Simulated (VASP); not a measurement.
## SiO2: electric field gradients with PBE

Crystal: SiO2.

```
Si O
1.0
     7.30055    0.00000    0.00000
    -3.65028    6.32246    0.00000
     0.00000    0.00000    7.00512
Si O
6 12
Cartesian
  1.0980 4.8489 2.9188
  2.5523 1.4736 6.4214
  0.0000 2.9472 5.2538
  4.7482 1.4736 4.0863
  3.6503 3.3753 1.7513
  -1.0980 4.8489 0.5838
  3.0552 2.4511 0.5838
  -2.4928 4.3176 1.1675
  4.2453 2.4511 2.9188
  2.4928 4.3176 2.3350
  1.1575 2.0049 5.8376
  3.6503 1.4204 5.2538
  -0.5951 3.8714 6.4214
  2.3150 0.0000 0.0000
  -1.1575 2.0049 4.6701
  0.0000 4.9021 1.7513
  0.5951 3.8714 4.0863
  4.9855 0.0000 3.5026
```

```
Program                : VASP 6.6.1
Task                   : electric field gradients
Functional             : PBE
Potentials or basis    : VASP PAW PBE potentials, release 64 (Si, O)
Cutoff                 : 520 eV
k mesh                 : 5 × 5 × 4
Occupations            : fermi-dirac, width 0.02 eV
Spin                   : no spin polarisation
Dipole correction      : no
Further INCAR settings : LREAL = Auto; ALGO = Normal; EDIFF = 1e-08; NBANDS = 63
```

| Property | Result |
| --- | --- |
| Pressure | 3.6 GPa |
| Largest force | 0.170 eV/Å |
| Band gap on the k mesh | 5.72 eV (least direct gap 5.86 eV) |
| Largest electric field gradient by atom | Si -4.2; O +96.6, +95.4 (each value once) V/Å² |

Forces in eV/Å, atoms in the order of the input:
```
Si  -0.026 -0.015  0.000
Si   0.026  0.015  0.000
Si   0.000  0.030  0.000
Si  -0.026  0.015  0.000
Si   0.000 -0.030  0.000
Si   0.026 -0.015  0.000
O   -0.022  0.013  0.000
O   -0.085  0.148  0.000
O    0.022  0.013  0.000
O    0.085  0.148  0.000
O   -0.085 -0.148  0.000
O    0.000 -0.025  0.000
O   -0.022 -0.013  0.000
O   -0.170  0.000  0.000
O    0.085 -0.148  0.000
O    0.000  0.025  0.000
O    0.022 -0.013  0.000
O    0.170  0.000  0.000
```

Levels at points of the mesh, in eV from the valence-band top:
```
           k point  band 44  band 45  band 46  band 47  band 48  band 49  band 50  band 51  band 52  band 53
(0.00, 0.00, 0.00)    -0.33    -0.30    -0.25    -0.14    -0.14     5.72     8.61     8.61     8.99     9.05
(0.00, 0.00, 0.50)    -0.66    -0.22    -0.22    -0.11    -0.11     6.81     6.81     9.12     9.12     9.42
```

Electric field gradients, principal values (V/Å²):
| atom | least | middle | greatest (by size) |
| --- | --- | --- | --- |
| 1 Si | 2.004 | 2.200 | -4.204 |
| 2 Si | 2.004 | 2.200 | -4.204 |
| 3 Si | 2.004 | 2.200 | -4.204 |
| 4 Si | 2.004 | 2.200 | -4.203 |
| 5 Si | 2.004 | 2.200 | -4.204 |
| 6 Si | 2.004 | 2.200 | -4.203 |
| 7 O | -48.095 | -48.485 | 96.580 |
| 8 O | -45.961 | -49.414 | 95.376 |
| 9 O | -48.101 | -48.482 | 96.583 |
| 10 O | -45.966 | -49.414 | 95.380 |
| 11 O | -45.966 | -49.414 | 95.380 |
| 12 O | -48.101 | -48.482 | 96.583 |
| 13 O | -48.101 | -48.482 | 96.583 |
| 14 O | -45.961 | -49.414 | 95.376 |
| 15 O | -45.961 | -49.414 | 95.376 |
| 16 O | -48.101 | -48.482 | 96.583 |
| 17 O | -48.095 | -48.485 | 96.580 |
| 18 O | -45.961 | -49.414 | 95.376 |

Wall time 5.5 min on 1 thread of AMD EPYC 9R45 96-Core Processor (Zen 5) (shared host), peak memory 0.44 GiB.

Caveat: the cell stands under pressure; without QUAD_EFG the Cq values of the log hold for a quadrupole moment of 1 mb, not for the nuclei. A k mesh can miss the band edges.
